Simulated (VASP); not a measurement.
# PtSe2 (P-3m1) in VASP: notebook, part 2 of 2

VASP 6.6.1.

**4. Relaxation of shape and atoms at fixed volume, r2SCAN**

This run uses another cell than the first one, of the same volume but with other edges.

File POSCAR:

```
PtSe2
1.0
    3.0511524117      0.0000000000      0.0000000000
   -1.5255762059      2.6423754994      0.0000000000
    0.0000000000      0.0000000000      4.1474042718
Pt Se
1 2
Direct
    0.0000000000      0.0000000000      0.0000000000
    0.3333333333      0.6666666667      0.2500000000
    0.6666666667      0.3333333333      0.7500000000
```

File INCAR.step1:

```
SYSTEM = PtSe2
PREC = Accurate ; ENCUT = 600
ISMEAR = -1 ; SIGMA = 0.05
LREAL = .FALSE. ; LASPH = .TRUE.
NELM = 100 ; GGA = PE
ALGO = Normal ; EDIFF = 1E-4
LWAVE = .TRUE. ; LCHARG = .FALSE.
```

File INCAR.step2:

```
SYSTEM = PtSe2
PREC = Accurate ; ENCUT = 600
EDIFF = 1E-6 ; ISMEAR = -1
SIGMA = 0.05 ; LREAL = .FALSE.
LASPH = .TRUE. ; NELM = 100
ALGO = Normal ; ISIF = 4
LWAVE = .FALSE. ; LCHARG = .FALSE.
METAGGA = R2SCAN ; LMIXTAU = .TRUE.
IBRION = 2 ; NSW = 50
EDIFFG = -0.01 ; ISTART = 1
```

File KPOINTS:

```
Automatic mesh
0
G
  11 11 7
  0 0 0
```

Potentials or basis: VASP PAW PBE potentials, release 64 (Pt, Se).

Launch:

```bash
$ cat potpaw_PBE.64/Pt/POTCAR potpaw_PBE.64/Se/POTCAR > POTCAR
$ cp INCAR.step1 INCAR
$ mpirun -np 1 vasp_std > vasp.out
$ cp INCAR.step2 INCAR
$ mpirun -np 1 vasp_std > vasp.out
```

OUTCAR:

```text
SYSTEM = PtSe2
   PREC = Accurate
   ENCUT = 600
   EDIFF = 1E-6
   ISMEAR = -1
   LREAL = .FALSE.
   LASPH = .TRUE.
   NELM = 100
   ISIF = 4
   METAGGA = R2SCAN
   IBRION = 2
   NSW = 50
   EDIFFG = -0.01
   ISTART = 1

 ion  position               nearest neighbor table
   1  0.000  0.000  0.000-   2 2.04   3 2.04   3 2.04   2 2.04   3 2.04   2 2.04
   2  0.333  0.667  0.250-   1 2.04   1 2.04   1 2.04   3 2.72   3 2.72   3 2.72   3 2.72   3 2.72
                             3 2.72
   3  0.667  0.333  0.750-   1 2.04   1 2.04   1 2.04   2 2.72   2 2.72   2 2.72   2 2.72   2 2.72
                             2 2.72

  LATTYP: Found a hexagonal cell.
 ALAT       =     3.0511524117
 C/A-ratio  =     1.3592910849

  Lattice vectors:

 A1 = (   3.0511524117,   0.0000000000,   0.0000000000)
 A2 = (  -1.5255762059,   2.6423754994,   0.0000000000)
 A3 = (   0.0000000000,   0.0000000000,   4.1474042718)

Analysis of symmetry for initial positions (statically):
=====================================================================
 Subroutine PRICEL returns:
 Original cell was already a primitive cell.

 Routine SETGRP: Setting up the symmetry group for a
 hexagonal supercell.

 Subroutine GETGRP returns: Found 12 space group operations
 (whereof 12 operations were pure point group operations)
 out of a pool of 24 trial point group operations.

The static configuration has the point symmetry D_3d.

Analysis of symmetry for dynamics (positions and initial velocities):
=====================================================================
 Subroutine PRICEL returns:
 Original cell was already a primitive cell.

 Routine SETGRP: Setting up the symmetry group for a
 hexagonal supercell.

 Subroutine GETGRP returns: Found 12 space group operations
 (whereof 12 operations were pure point group operations)
 out of a pool of 24 trial point group operations.

The dynamic configuration has the point symmetry D_3d.

 Subroutine INISYM returns: Found 12 space group operations
 (whereof 12 operations are pure point group operations),
 and found     1 'primitive' translations

----------------------------------------------------------------------------------------

                                     Primitive cell

  volume of cell :      33.4376

  direct lattice vectors                    reciprocal lattice vectors
     3.051152412  0.000000000  0.000000000     0.327745017  0.189223674  0.000000000
    -1.525576206  2.642375499  0.000000000     0.000000000  0.378447348  0.000000000
     0.000000000  0.000000000  4.147404272     0.000000000  0.000000000  0.241114667

  length of vectors
     3.051152412  3.051152412  4.147404272     0.378447348  0.378447348  0.241114667

  position of ions in fractional coordinates (direct lattice)
     0.000000000  0.000000000  0.000000000
     0.333333333  0.666666667  0.250000000
     0.666666667  0.333333333  0.750000000

  ion indices of the primitive-cell ions
   primitive index   ion index
                 1           1
                 2           2
                 3           3

----------------------------------------------------------------------------------------

 KPOINTS: Automatic mesh
[... 73 lines left out ...]
   NFREE  =      1    steps in history (QN), initial steepest desc. (CG)
   ISIF   =      4    stress and relaxation
   ISYM   =      2    0-nonsym 1-usesym 2-fastsym
   POTIM  = 0.5000    time-step for ionic-motion
   TEBEG  =    0.0;   TEEND  =   0.0 temperature during run
   PSTRESS=    0.0 pullay stress
   NELECT =      22.0000    total number of electrons
   NUPDOWN=      -1.0000    fix difference up-down
   EMIN   =  10.00;   EMAX   =-10.00  energy-range for DOS
   EFERMI =   0.00;   METHOD = LEGACY
   ISMEAR =    -1;   SIGMA  =   0.05  broadening in eV -4-tet -1-fermi 0-gaus
   EFERMI_NEDOS =   21; number of points for ismear=-14 and -15
   IALGO  =     38    algorithm
   IMIX   =      4    mixing-type and parameters
     AMIX     =   0.40;   BMIX     =  1.00
     AMIX_MAG =   1.60;   BMIX_MAG =  1.00
  volume/ion in A,a.u.               =      11.15        75.22
  Fermi-wavevector in a.u.,A,eV,Ry     =   1.423871  2.690727 27.584587  2.027410
  Thomas-Fermi vector in A             =   2.544423
   LORBIT       =      0    0 simple, 1 ext, 2 COOP (PROOUT), +10 PAW based schemes
   METAGGA = R2SCAN    functional components
   LHFCALC =     F    Hartree Fock is set to
   AEXX    =    0.0000 exact exchange contribution
   IVDW    =     0    specifies the selected vdW correction
   LEPSILON=     F    determine dielectric tensor
   LRPA    =     F    only Hartree local field effects (RPA)
 conjugate gradient relaxation of ions
 non-spin polarized calculation
  energy-cutoff  :      600.00
  volume of cell :       33.44
 maximum number of plane-waves:      1130
   NGX = 13   NGY = 13   NGZ = 17

--------------------------------------- Ionic step        1  -------------------------------------------

 number of electron      22.0000001 magnetization

 Free energy of the ion-electron system (eV)
  ---------------------------------------------------
  ext. energy  EPLUGINS =         0.00000000
  ---------------------------------------------------
  free energy    TOTEN  =       -63.71529480 eV

  energy without entropy =      -63.71279653  energy(sigma->0) =      -63.71404567

------------------------ aborting loop because EDIFF is reached ----------------------------------------

  FORCE on cell =-STRESS in cart. coord.  units (eV):
  Direction    XX          YY          ZZ          XY          YZ          ZX
  --------------------------------------------------------------------------------------
  -------------------------------------------------------------------------------------
  Total       80.8738983     80.8738983     53.6580851     -0.0000000      0.0000000      0.0000000
  in kB     3875.1110540   3875.1110542   2571.0525025     -0.0000001      0.0000000      0.0000000
  external PRESSURE =    3440.4248703 kB  Pullay stress =       0.0000000 kB
[... 92 lines left out ...]
  FREE ENERGIE OF THE ION-ELECTRON SYSTEM (eV)
  ---------------------------------------------------
  free  energy   TOTEN  =       -67.6572297301 eV

  energy  without entropy=      -67.6429941622  energy(sigma->0) =      -67.65011195

[... ionic steps 4 to 11 ...]

--------------------------------------- Ionic step       12  -------------------------------------------

 number of electron      21.9999997 magnetization

------------------------ aborting loop because EDIFF is reached ----------------------------------------
[... 69 lines left out ...]
--------------------------------------- Ionic step       14  -------------------------------------------

 number of electron      21.9999998 magnetization

 Free energy of the ion-electron system (eV)
  ---------------------------------------------------
  ext. energy  EPLUGINS =         0.00000000
  ---------------------------------------------------
  free energy    TOTEN  =       -70.95205869 eV

  energy without entropy =      -70.94405051  energy(sigma->0) =      -70.94805460

 E-fermi :  16.3471     XC(G=0): -15.1866

 val. band max:       16.2838642106   @ k =   0.2727   0.1818   0.2857
 cond. band min:      16.3676234521   @ k =   0.3636   0.0909   0.1429
 fundamental gap:      0.0837592414
 Fermi energy:        16.3470766018

 k-point     1 :       0.0000    0.0000    0.0000
  band No.  band energies     occupation
      1      -6.9918      2.00000
      2       2.8728      2.00000
      3       3.8974      2.00000
      4       3.8974      2.00000
      5       6.8620      2.00000
      6      11.4206      2.00000
      7      11.4206      2.00000
      8      12.5264      2.00000
      9      12.5264      2.00000
     10      15.6313      2.00000
     11      15.6313      2.00000
     12      16.0120      1.99755
     13      19.6002      0.00000
     14      19.8503      0.00000
[... 401 lines left out ...]
      2      -1.4668      2.00000
      3       4.8655      2.00000
      4       6.0413      2.00000
      5       8.0649      2.00000
      6       9.5202      2.00000
      7      10.8360      2.00000
      8      11.6445      2.00000
      9      11.9337      2.00000
     10      15.0126      2.00000
     11      16.0243      1.99686
     12      18.0035      0.00000
     13      18.7452      0.00000
     14      22.5117      0.00000
     15      24.4616      0.00000

 [... further k-points ...]

------------------------ aborting loop because EDIFF is reached ----------------------------------------

  FORCE on cell =-STRESS in cart. coord.  units (eV):
  Direction    XX          YY          ZZ          XY          YZ          ZX
  --------------------------------------------------------------------------------------
  -------------------------------------------------------------------------------------
  Total       38.1265619     38.1265620     38.1163055     -0.0000001      0.0000000      0.0000000
  in kB     1826.8522295   1826.8522345   1826.3607928     -0.0000025      0.0000000      0.0000000
  external PRESSURE =    1826.6884189 kB  Pullay stress =       0.0000000 kB
[... 18 lines left out ...]
  FREE ENERGIE OF THE ION-ELECTRON SYSTEM (eV)
  ---------------------------------------------------
  free  energy   TOTEN  =       -70.9520586918 eV

  energy  without entropy=      -70.9440505062  energy(sigma->0) =      -70.94805460

 reached required accuracy - stopping structural energy minimisation
```

Run time: 38 min. Hardware: 1 thread of Intel Xeon 8259CL, shared host; peak memory 0.22 GiB.

Results:

| Property | Result |
| --- | --- |
| Free energy | -70.9521 eV |
| Energy gained by relaxing | 2412.3 meV/atom |
| Ionic steps | 14 |
| Pressure after relaxing | 182.7 GPa |
| Largest force after relaxing | 0.004 eV/Å |
| Band gap on the k mesh | zero (bands 11 and 12 overlap by 3.44 eV) |

Forces on the atoms (eV/Å):
```
Pt   0.000  0.000  0.000
Se   0.000  0.000 -0.004
Se   0.000  0.000  0.004
```

Step by step:
```tsv
step	energy change (eV)	largest force (eV/Å)	pressure (GPa)	volume (Å³)
1	0.0000	20.0265	344.04	33.44
2	-3.1979	1.8435	211.46	33.44
3	-3.9419	1.0609	204.23	33.44
4	-5.8752	2.5353	187.87	33.44
5	-6.9329	0.2267	182.97	33.44
6	-7.1140	0.6707	179.57	33.44
7	-7.0913	0.4914	180.27	33.44
8	-7.2348	0.1538	183.21	33.44
9	-7.2355	0.0574	182.70	33.44
10	-7.2358	0.0933	182.88	33.44
11	-7.2357	0.0766	182.80	33.44
12	-7.2365	0.0170	182.63	33.44
13	-7.2366	0.0151	182.55	33.44
14	-7.2368	0.0037	182.67	33.44
```

Final structure:
```
CELL_PARAMETERS angstrom
3.90369 0.00000 0.00000
-1.95185 3.38070 0.00000
0.00000 0.00000 2.53369
ATOMIC_POSITIONS crystal
Pt 0.00000 0.00000 0.00000
Se 0.33333 0.66667 0.69389
Se 0.66667 0.33333 0.30611
```

Levels at points of the mesh, in eV from the Fermi level:
| k point | band 7 | band 8 | band 9 | band 10 | band 11 | band 12 | band 13 | band 14 | band 15 |
| --- | --- | --- | --- | --- | --- | --- | --- | --- | --- |
| (0.00, 0.00, 0.00) | -4.93 | -3.82 | -3.82 | -0.72 | -0.72 | -0.34 | 3.25 | 3.50 | 8.66 |

Caveat: a cell axis changed by over 15 % at a fixed basis, so the end point is rough; the PAW data sets were made with another functional, which shifts forces and pressure a little; spin-orbit coupling is left out, which moves the levels of the heavy elements.

**5. The runs side by side**

```tsv
task	cell	cutoff (eV)	gap on the mesh (eV)	pressure (GPa)	largest force (eV/Å)
single point	a = 3.605, b = 3.605, c = 2.972 Å, angles 90.0, 90.0, 120.0°, 3 atoms, atomic positions A	520	none	200.9	0.03
single point	a = 3.733, b = 3.733, c = 5.038 Å, angles 90.0, 90.0, 120.0°, 3 atoms, atomic positions B	520	none	3.0	0.02
relaxation of shape and atoms at fixed volume	relaxed from a = 3.051, b = 3.051, c = 4.147 Å, angles 90.0, 90.0, 120.0°, 3 atoms, atomic positions C	600	none	182.7	-
```

Alike in all rows: level r2SCAN; potentials or basis VASP PAW PBE potentials, release 64 (Pt, Se); no spin polarisation; k mesh 11 × 11 × 7; smearing fermi-dirac 0.05 eV.

Caveats: the PAW data sets were made with another functional, which shifts forces and pressure a little; spin-orbit coupling is left out, which moves the levels of the heavy elements; the cell stands under pressure (at least some runs); a cell axis changed by over 15 % at a fixed basis, so the end point is rough (at least some runs).

Total energies depend on the potentials used, so only differences within one code and one set of settings carry meaning.

The gap in the log of VASP goes by the Fermi energy; the results here count the filled bands.